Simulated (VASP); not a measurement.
# NbP (F-43m) in VASP: a series of runs

NbP is run at these levels: PBEsol; tasks: single point.

Program: VASP 6.6.1. These are calculated values, not measurements. Logs are shortened: lines on timing, memory, paths and dates and some standing lists are left out, and cuts for length are marked.

## 1. The cell of the first run

It takes space group F-43m (No. 216, cubic). The conventional cell has a = 5.199 Å, b = 5.199 Å, c = 5.199 Å, α = 90.00°, β = 90.00°, γ = 90.00°. Nb (site symmetry -43m) has 4 P at 2.25 Å within 3.0 Å. Within 3.0 Å of P (site symmetry -43m) lie 4 Nb at 2.25 Å.

## 2. Single point, PBEsol

Contents of INCAR:

```
SYSTEM = NbP
  ALGO = Normal
  EDIFF = 1E-7
  ENCUT = 520
  GGA = PS
  ISIF = 2
  ISMEAR = 0
  LASPH = .TRUE.
  LCHARG = .TRUE.
  LELF = .TRUE.
  LREAL = .FALSE.
  LVHAR = .TRUE.
  LWAVE = .FALSE.
  NBANDS = 16
  NELM = 80
  PREC = Accurate
  SIGMA = 0.05
```

Contents of KPOINTS:

```
k-points
0
G
  10 10 10
  0 0 0
```

Contents of POSCAR:

```
NbP
1.0
    0.0000000000      2.5992897469      2.5992897469
    2.5992897469      0.0000000000      2.5992897469
    2.5992897469      2.5992897469      0.0000000000
Nb P
1 1
Direct
    0.0000000000      0.0000000000      0.0000000000
    0.2500000000      0.2500000000      0.2500000000
```

Potentials or basis: VASP PAW PBE potentials, release 64 (Nb_sv, P).

Command:

```bash
cat potpaw_PBE.64/Nb_sv/POTCAR potpaw_PBE.64/P/POTCAR > POTCAR
mpirun -np 1 vasp_std > vasp.out
```

OUTCAR:

```text
SYSTEM = NbP
   EDIFF = 1E-7
   ENCUT = 520
   GGA = PS
   ISIF = 2
   ISMEAR = 0
   LASPH = .TRUE.
   LREAL = .FALSE.
   NELM = 80
   PREC = Accurate

 ion  position               nearest neighbor table
   1  0.000  0.000  0.000-   2 2.25   2 2.25   2 2.25   2 2.25
   2  0.250  0.250  0.250-   1 2.25   1 2.25   1 2.25   1 2.25

  LATTYP: Found a face centered cubic cell.
 ALAT       =     5.1985794938

  Lattice vectors:

 A1 = (   0.0000000000,   2.5992897469,   2.5992897469)
 A2 = (   2.5992897469,   0.0000000000,   2.5992897469)
 A3 = (   2.5992897469,   2.5992897469,   0.0000000000)

Analysis of symmetry for initial positions (statically):
=====================================================================
 Subroutine PRICEL returns:
 Original cell was already a primitive cell.

 Routine SETGRP: Setting up the symmetry group for a
 face centered cubic supercell.

 Subroutine GETGRP returns: Found 24 space group operations
 (whereof 24 operations were pure point group operations)
 out of a pool of 48 trial point group operations.

The static configuration has the point symmetry T_d .

Analysis of symmetry for dynamics (positions and initial velocities):
=====================================================================
 Subroutine PRICEL returns:
 Original cell was already a primitive cell.

 Routine SETGRP: Setting up the symmetry group for a
 face centered cubic supercell.

 Subroutine GETGRP returns: Found 24 space group operations
 (whereof 24 operations were pure point group operations)
 out of a pool of 48 trial point group operations.

The dynamic configuration has the point symmetry T_d .

 Subroutine INISYM returns: Found 24 space group operations
 (whereof 24 operations are pure point group operations),
 and found     1 'primitive' translations

----------------------------------------------------------------------------------------

                                     Primitive cell

  volume of cell :      35.1232

  direct lattice vectors                    reciprocal lattice vectors
     0.000000000  2.599289747  2.599289747    -0.192360240  0.192360240  0.192360240
     2.599289747  0.000000000  2.599289747     0.192360240 -0.192360240  0.192360240
     2.599289747  2.599289747  0.000000000     0.192360240  0.192360240 -0.192360240

  length of vectors
     3.675950813  3.675950813  3.675950813     0.333177709  0.333177709  0.333177709

  position of ions in fractional coordinates (direct lattice)
     0.000000000  0.000000000  0.000000000
     0.250000000  0.250000000  0.250000000

  ion indices of the primitive-cell ions
   primitive index   ion index
                 1           1
                 2           2

----------------------------------------------------------------------------------------

 KPOINTS: k-points

Automatic generation of k-mesh.
 Grid dimensions read from file:
 generate k-points for:   10   10   10

 Generating k-lattice:

  Cartesian coordinates                     Fractional coordinates (reciprocal lattice)
    -0.019236024  0.019236024  0.019236024     0.100000000  0.000000000  0.000000000
     0.019236024 -0.019236024  0.019236024     0.000000000  0.100000000  0.000000000
     0.019236024  0.019236024 -0.019236024     0.000000000  0.000000000  0.100000000

  Length of vectors
     0.033317771  0.033317771  0.033317771

  Shift w.r.t. Gamma in fractional coordinates (k-lattice)
     0.000000000  0.000000000  0.000000000

 Subroutine IBZKPT returns following result:
 ===========================================

 Found     47 irreducible k-points:

 Following reciprocal coordinates:
            Coordinates               Weight
  0.000000  0.000000  0.000000      1.000000
  0.100000  0.000000  0.000000      8.000000
  0.200000  0.000000  0.000000      8.000000
  0.300000  0.000000  0.000000      8.000000
  0.400000  0.000000  0.000000      8.000000
  0.500000  0.000000  0.000000      4.000000
[... 16 lines left out ...]
  0.300000  0.300000  0.000000      6.000000
  0.400000  0.300000  0.000000     24.000000
 [... further k-points ...]
   k-points           NKPTS =     47   k-points in BZ     NKDIM =     47   number of bands    NBANDS=     16
   number of dos      NEDOS =    301   number of ions     NIONS =      2
   total plane-waves  NPLWV =  21952
   dimension x,y,z NGX =    28 NGY =   28 NGZ =   28
   dimension x,y,z NGXF=    56 NGYF=   56 NGZF=   56
   ions per type =               1   1
   NGX,Y,Z   is equivalent  to a cutoff of  12.66, 12.66, 12.66 a.u.
   NGXF,Y,Z  is equivalent  to a cutoff of  25.33, 25.33, 25.33 a.u.
 SYSTEM =  NbP
   PREC   = accura    normal or accurate (medium, high low for compatibility)
   ISTART =      0    job   : 0-new  1-cont  2-samecut
   ICHARG =      2    charge: 1-file 2-atom 10-const
   ISPIN  =      1    spin polarized calculation?
   LNONCOLLINEAR =      F non collinear calculations
   LSORBIT =      F    spin-orbit coupling
   LASPH  =      T    aspherical Exc in radial PAW
   ENCUT  =  520.0 eV  38.22 Ry    6.18 a.u.   6.83  6.83  6.83*2*pi/ulx,y,z
   NELM   =     80;   NELMIN=  2; NELMDL= -5     # of ELM steps
   EDIFF  = 0.1E-06   stopping-criterion for ELM
   LREAL  =      F    real-space projection
   EDIFFG = 0.1E-05   stopping-criterion for IOM
   NSW    =      0    number of steps for IOM
   IBRION =     -1    ionic relax: 0-MD 1-quasi-New 2-CG
   NFREE  =      0    steps in history (QN), initial steepest desc. (CG)
   ISIF   =      2    stress and relaxation
   ISYM   =      2    0-nonsym 1-usesym 2-fastsym
   POTIM  = 0.5000    time-step for ionic-motion
   TEBEG  =    0.0;   TEEND  =   0.0 temperature during run
   PSTRESS=    0.0 pullay stress
   NELECT =      18.0000    total number of electrons
   NUPDOWN=      -1.0000    fix difference up-down
   EMIN   =  10.00;   EMAX   =-10.00  energy-range for DOS
   EFERMI =   0.00;   METHOD = LEGACY
   ISMEAR =     0;   SIGMA  =   0.05  broadening in eV -4-tet -1-fermi 0-gaus
   EFERMI_NEDOS =   21; number of points for ismear=-14 and -15
   IALGO  =     38    algorithm
   IMIX   =      4    mixing-type and parameters
     AMIX     =   0.40;   BMIX     =  1.00
     AMIX_MAG =   1.60;   BMIX_MAG =  1.00
  volume/ion in A,a.u.               =      17.56       118.51
  Fermi-wavevector in a.u.,A,eV,Ry     =   1.310090  2.475710 23.352149  1.716335
  Thomas-Fermi vector in A             =   2.440644
   LORBIT       =      0    0 simple, 1 ext, 2 COOP (PROOUT), +10 PAW based schemes
   GGA     = PS    functional components
   LHFCALC =     F    Hartree Fock is set to
   AEXX    =    0.0000 exact exchange contribution
   IVDW    =     0    specifies the selected vdW correction
   LEPSILON=     F    determine dielectric tensor
   LRPA    =     F    only Hartree local field effects (RPA)
 non-spin polarized calculation
 Gauss-broadening in eV      SIGMA  =   0.05
  energy-cutoff  :      520.00
  volume of cell :       35.12
 maximum number of plane-waves:       960
   NGX = 13   NGY = 13   NGZ = 13

 number of electron      18.0000001 magnetization

 Free energy of the ion-electron system (eV)
  ---------------------------------------------------
  ext. energy  EPLUGINS =         0.00000000
  ---------------------------------------------------
  free energy    TOTEN  =       -16.16301066 eV

  energy without entropy =      -16.16154716  energy(sigma->0) =      -16.16227891

 E-fermi :   9.2490     XC(G=0): -11.3914

 val. band max:        9.2148900224   @ k =  -0.1000   0.1000   0.0000
 cond. band min:       9.2728640758   @ k =  -0.3000   0.3000   0.1000
 fundamental gap:      0.0579740534
 Fermi energy:         9.2490028756

 k-point     1 :       0.0000    0.0000    0.0000
  band No.  band energies     occupation
      1     -45.5249      2.00000
      2     -21.7110      2.00000
      3     -21.7110      2.00000
      4     -21.7110      2.00000
      5      -2.9180      2.00000
      6       4.8746      2.00000
[... 8 lines left out ...]
     15      19.8731      0.00000
     16      19.8731      0.00000

 k-point     2 :       0.1000    0.0000    0.0000
  band No.  band energies     occupation
      1     -45.5232      2.00000
      2     -21.7346      2.00000
      3     -21.7142      2.00000
      4     -21.7142      2.00000
      5      -2.7805      2.00000
      6       4.7427      2.00000
[... 8 lines left out ...]
     15      18.9038      0.00000
     16      19.5875      0.00000

 k-point     3 :       0.2000    0.0000    0.0000
  band No.  band energies     occupation
      1     -45.5188      2.00000
      2     -21.7959      2.00000
      3     -21.7227      2.00000
      4     -21.7227      2.00000
      5      -2.4144      2.00000
      6       4.4873      2.00000
[... 8 lines left out ...]
     15      17.2908      0.00000
     16      19.2302      0.00000

 k-point     4 :       0.3000    0.0000    0.0000
  band No.  band energies     occupation
      1     -45.5132      2.00000
      2     -21.8705      2.00000
      3     -21.7331      2.00000
      4     -21.7331      2.00000
      5      -1.9538      2.00000
      6       4.3519      2.00000
[... 8 lines left out ...]
     15      17.5022      0.00000
     16      19.7167      0.00000
[... 324 lines left out ...]
 k-point    22 :      -0.2000    0.2000    0.0000
  band No.  band energies     occupation
      1     -45.5113      2.00000
      2     -21.8617      2.00000
      3     -21.7757      2.00000
      4     -21.7325      2.00000
      5      -1.7840      2.00000
      6       4.3653      2.00000
[... 8 lines left out ...]
     15      16.8459      0.00000
     16      19.4050      0.00000

 k-point    23 :       0.3000    0.3000    0.0000
  band No.  band energies     occupation
      1     -45.5094      2.00000
      2     -21.8697      2.00000
      3     -21.7666      2.00000
      4     -21.7666      2.00000
      5      -1.6152      2.00000
      6       3.6984      2.00000
[... 8 lines left out ...]
     15      18.4384      0.00000
     16      20.6160      0.00000

 k-point    24 :       0.4000    0.3000    0.0000
  band No.  band energies     occupation
      1     -45.5058      2.00000
      2     -21.9032      2.00000
      3     -21.7834      2.00000
      4     -21.7763      2.00000
      5      -1.3107      2.00000
      6       3.6391      2.00000
[... 8 lines left out ...]
     15      18.7936      0.00000
     16      20.4467      0.00000

 [... further k-points ...]

------------------------ aborting loop because EDIFF is reached ----------------------------------------

  FORCE on cell =-STRESS in cart. coord.  units (eV):
  Direction    XX          YY          ZZ          XY          YZ          ZX
  --------------------------------------------------------------------------------------
  -------------------------------------------------------------------------------------
  Total        6.7925321      6.7925321      6.7925321      0.0000000     -0.0000000      0.0000000
  in kB      309.8476509    309.8476509    309.8476509      0.0000000     -0.0000000      0.0000000
  external PRESSURE =     309.8476509 kB  Pullay stress =       0.0000000 kB

 VOLUME and BASIS-vectors are now :
 -----------------------------------------------------------------------------
  energy-cutoff  :      520.00
  volume of cell :       35.12
      direct lattice vectors                 reciprocal lattice vectors
     0.000000000  2.599289747  2.599289747    -0.192360240  0.192360240  0.192360240
     2.599289747  0.000000000  2.599289747     0.192360240 -0.192360240  0.192360240
     2.599289747  2.599289747  0.000000000     0.192360240  0.192360240 -0.192360240

 POSITION                                       TOTAL-FORCE (eV/Angst)
 -----------------------------------------------------------------------------------
      0.00000      0.00000      0.00000        -0.000000     -0.000000     -0.000000
      1.29964      1.29964      1.29964         0.000000      0.000000      0.000000
 -----------------------------------------------------------------------------------
    total drift:                                0.000000      0.000000      0.000000

  FREE ENERGIE OF THE ION-ELECTRON SYSTEM (eV)
  ---------------------------------------------------
  free  energy   TOTEN  =       -16.1630106569 eV

  energy  without entropy=      -16.1615471604  energy(sigma->0) =      -16.16227891
```

Wall time 25 s (1 thread of Intel Xeon 6975P-C (Granite Rapids), shared host); peak memory 0.17 GiB.

Results:

| Quantity | Value |
| --- | --- |
| Free energy | -16.1630 eV |
| Pressure | 31.0 GPa |
| Band gap on the k mesh | zero (band 9 reaches 9.92 eV, above the bottom of band 10 at 8.96 eV) |

Levels at points of the mesh, in eV from the Fermi level:
| k point | band 7 | band 8 | band 9 | band 10 | band 11 | band 12 |
| --- | --- | --- | --- | --- | --- | --- |
| (0.00, 0.00, 0.00) | -4.37 | -4.37 | -0.08 | -0.08 | 3.69 | 6.59 |
| (0.50, 0.00, 0.00) | -3.83 | -3.83 | 0.67 | 0.67 | 1.19 | 4.22 |
| (0.50, 0.50, 0.00) | -2.09 | -2.09 | -1.60 | 1.53 | 1.59 | 1.97 |

Caveat: the PAW data sets were made with another functional, which shifts forces and pressure a little.

## 3. Single point, PBEsol (volume scaled by 0.960)

Contents of INCAR:

```
SYSTEM = NbP
ALGO = Normal ; EDIFF = 1E-6
ENCUT = 520 ; GGA = PS
ISIF = 2 ; ISMEAR = 0
LASPH = .TRUE. ; LCHARG = .FALSE.
LREAL = .FALSE. ; LWAVE = .FALSE.
NBANDS = 16 ; NELM = 60
PREC = Accurate ; SIGMA = 0.05
```

KPOINTS is that of step 2.

Contents of POSCAR:

```
NbP
1.0
    0.0000000000      2.7260579240      2.7260579240
    2.7260579240      0.0000000000      2.7260579240
    2.7260579240      2.7260579240      0.0000000000
Nb P
1 1
Direct
    0.0000000000      0.0000000000      0.0000000000
    0.2500000000      0.2500000000      0.2500000000
```

Potentials or basis: VASP PAW PBE potentials, release 64 (Nb_sv, P).

Command:

```bash
cat potpaw_PBE.64/Nb_sv/POTCAR potpaw_PBE.64/P/POTCAR > POTCAR
mpirun -np 1 vasp_std > vasp.out
```

Wall time 27 s (1 thread of Intel Xeon 6975P-C (Granite Rapids), shared host); peak memory 0.18 GiB.

It converged, with:

```yaml
Free_energy: -16.7278 eV
Pressure: 5.1 GPa
Band_gap_on_the_k_mesh: zero (band 9 reaches 8.17 eV, above the bottom of band 10 at 7.45 eV)
```

Levels at points of the mesh, in eV from the Fermi level:
```
           k point  band 6  band 7  band 8  band 9  band 10  band 11  band 12  band 13
(0.00, 0.00, 0.00)   -3.93   -3.93   -3.93   -0.01    -0.01     3.09     6.00     6.00
(0.50, 0.00, 0.00)   -4.44   -3.45   -3.45    0.55     0.55     0.90     3.69     3.69
(0.50, 0.50, 0.00)   -5.27   -2.17   -2.17   -1.31     1.13     1.24     1.72     1.72
```

Caveat: the cell differs from its parent crystal (volume scaled by 0.960); the PAW data sets were made with another functional, which shifts forces and pressure a little.

## 4. Single point, PBEsol

This run uses another cell than the first one, of 21.27 Å³/atom, 1.211 times its volume.

Contents of INCAR:

```
SYSTEM = NbP
  PREC = Accurate
  ENCUT = 520
  EDIFF = 1E-7
  ISMEAR = 0
  SIGMA = 0.05
  LREAL = .False.
  LASPH = .True.
  NELM = 60
  ALGO = Normal
  ISIF = 2
  LWAVE = .False.
  LCHARG = .True.
  GGA = PS
  LELF = .True.
  LVHAR = .True.
  NBANDS = 16
```

Contents of KPOINTS:

```
Automatic mesh
0
Gamma
  10 10 10
  0 0 0
```

Contents of POSCAR:

```
NbP
1.0
    0.0000000000      2.7705462498      2.7705462498
    2.7705462498      0.0000000000      2.7705462498
    2.7705462498      2.7705462498      0.0000000000
Nb P
1 1
Direct
    0.0000000000      0.0000000000      0.0000000000
    0.2500000000      0.2500000000      0.2500000000
```

Command:

```bash
cat potpaw_PBE.64/Nb_sv/POTCAR potpaw_PBE.64/P/POTCAR > POTCAR
mpirun -np 1 vasp_std > vasp.out
```

It took 35 s on 1 thread of Intel Xeon 6975P-C (Granite Rapids), shared host; peak memory 0.18 GiB.

It converged, with:

| Item | Value |
| --- | --- |
| Free energy | -16.7534 eV |
| Pressure | -1.0 GPa |
| Band gap on the k mesh | zero (band 9 reaches 7.62 eV, above the bottom of band 10 at 6.97 eV) |

Levels at points of the mesh, in eV from the Fermi level:
| k point | band 5 | band 6 | band 7 | band 8 | band 9 | band 10 | band 11 | band 12 | band 13 | band 14 |
| --- | --- | --- | --- | --- | --- | --- | --- | --- | --- | --- |
| (0.00, 0.00, 0.00) | -11.46 | -3.78 | -3.78 | -3.78 | 0.00 | 0.00 | 2.89 | 5.78 | 5.78 | 5.78 |
| (0.50, 0.00, 0.00) | -10.36 | -4.33 | -3.33 | -3.33 | 0.52 | 0.52 | 0.82 | 3.51 | 3.51 | 4.79 |
| (0.50, 0.50, 0.00) | -9.98 | -5.07 | -2.17 | -2.17 | -1.21 | 1.01 | 1.15 | 1.64 | 1.64 | 8.06 |

Caveat: the PAW data sets were made with another functional, which shifts forces and pressure a little.

## 5. Single point, PBEsol

This run uses another cell than the first one, of 21.10 Å³/atom, 1.202 times its volume.

Contents of INCAR:

```
SYSTEM = NbP
  PREC = Accurate
  ENCUT = 520
  EDIFF = 1E-6
  ISMEAR = 0
  SIGMA = 0.05
  LREAL = .False.
  LASPH = .True.
  NELM = 100
  ALGO = Normal
  ISIF = 2
  LWAVE = .False.
  LCHARG = .False.
  GGA = PS
  NBANDS = 16
```

Contents of KPOINTS:

```
regular mesh
0
Gamma
  10 10 10
  0 0 0
```

Contents of POSCAR:

```
NbP
1.0
    0.0000000000      2.7634058242      2.7634058242
    2.7634058242      0.0000000000      2.7634058242
    2.7634058242      2.7634058242      0.0000000000
Nb P
1 1
Direct
    0.0000000000      0.0000000000      0.0000000000
    0.2500000000      0.2500000000      0.2500000000
```

Command:

```bash
cat potpaw_PBE.64/Nb_sv/POTCAR potpaw_PBE.64/P/POTCAR > POTCAR
mpirun -np 1 vasp_std > vasp.out
```

It took 27 s on 1 thread of Intel Xeon 6975P-C (Granite Rapids), shared host; peak memory 0.18 GiB.

Results (log left out):

| Property | Result |
| --- | --- |
| Free energy | -16.7543 eV |
| Pressure | -0.1 GPa |
| Band gap on the k mesh | zero (band 9 reaches 7.71 eV, above the bottom of band 10 at 7.05 eV) |

Levels at points of the mesh, in eV from the Fermi level:
```csv
k point,band 7,band 8,band 9,band 10,band 11,band 12
"(0.00, 0.00, 0.00)",-3.80,-3.80,0.00,0.00,2.93,5.82
"(0.50, 0.00, 0.00)",-3.35,-3.35,0.52,0.52,0.83,3.54
"(0.50, 0.50, 0.00)",-2.17,-2.17,-1.23,1.03,1.17,1.65
```

Caveat: the PAW data sets were made with another functional, which shifts forces and pressure a little.

## 6. Single point, PBEsol

This run uses another cell than the first one, of 21.10 Å³/atom, 1.202 times its volume.

Contents of INCAR:

```
  PREC = Accurate
  ENCUT = 520
  EDIFF = 1E-7
  ISMEAR = -1
  SIGMA = 0.1
  LREAL = False
  LASPH = True
  NELM = 80
  ALGO = Normal
  ISIF = 2
  LWAVE = False
  LCHARG = True
  GGA = PS
  LELF = True
  LVHAR = True
  NBANDS = 16
```

Contents of KPOINTS:

```
Automatic mesh
0
Gamma
  10 10 10
```

POSCAR is that of step 5.

Potentials or basis: VASP PAW PBE potentials, release 64 (Nb_sv, P).

Command:

```bash
cat potpaw_PBE.64/Nb_sv/POTCAR potpaw_PBE.64/P/POTCAR > POTCAR
mpirun -np 1 vasp_std > vasp.out
```

It took 34 s on 1 thread of Intel Xeon 6975P-C (Granite Rapids), shared host; peak memory 0.18 GiB.

It converged, with:

* Free energy: -16.7844 eV
* Pressure: 0.2 GPa
* Band gap on the k mesh: zero (band 9 reaches 7.71 eV, above the bottom of band 10 at 7.05 eV)

Levels at points of the mesh, in eV from the Fermi level:
| k point | band 7 | band 8 | band 9 | band 10 | band 11 | band 12 |
| --- | --- | --- | --- | --- | --- | --- |
| (0.00, 0.00, 0.00) | -3.77 | -3.77 | 0.03 | 0.03 | 2.95 | 5.85 |
| (0.50, 0.00, 0.00) | -3.32 | -3.32 | 0.55 | 0.55 | 0.86 | 3.57 |
| (0.50, 0.50, 0.00) | -2.14 | -2.14 | -1.20 | 1.06 | 1.20 | 1.68 |

Caveat: the PAW data sets were made with another functional, which shifts forces and pressure a little.

## 7. Summary

```csv
cell,smearing,gap on the mesh (eV),pressure (GPa)
"a = 3.676 Å, angles 60.0°, 2 atoms",gaussian 0.05 eV,none,31.0
"a = 3.855 Å, angles 60.0°, 2 atoms",gaussian 0.05 eV,none,5.1
"a = 3.918 Å, angles 60.0°, 2 atoms",gaussian 0.05 eV,none,-1.0
"a = 3.908 Å, angles 60.0°, 2 atoms",gaussian 0.05 eV,none,-0.1
"a = 3.908 Å, angles 60.0°, 2 atoms",fermi-dirac 0.1 eV,none,0.2
```

Alike in all rows: task single point; level PBEsol; potentials or basis VASP PAW PBE potentials, release 64 (Nb_sv, P); no spin polarisation; k mesh 10 × 10 × 10; cutoff (eV) 520.

Caveats: the PAW data sets were made with another functional, which shifts forces and pressure a little.

Total energies depend on the potentials used, so only differences within one code and one set of settings carry meaning.
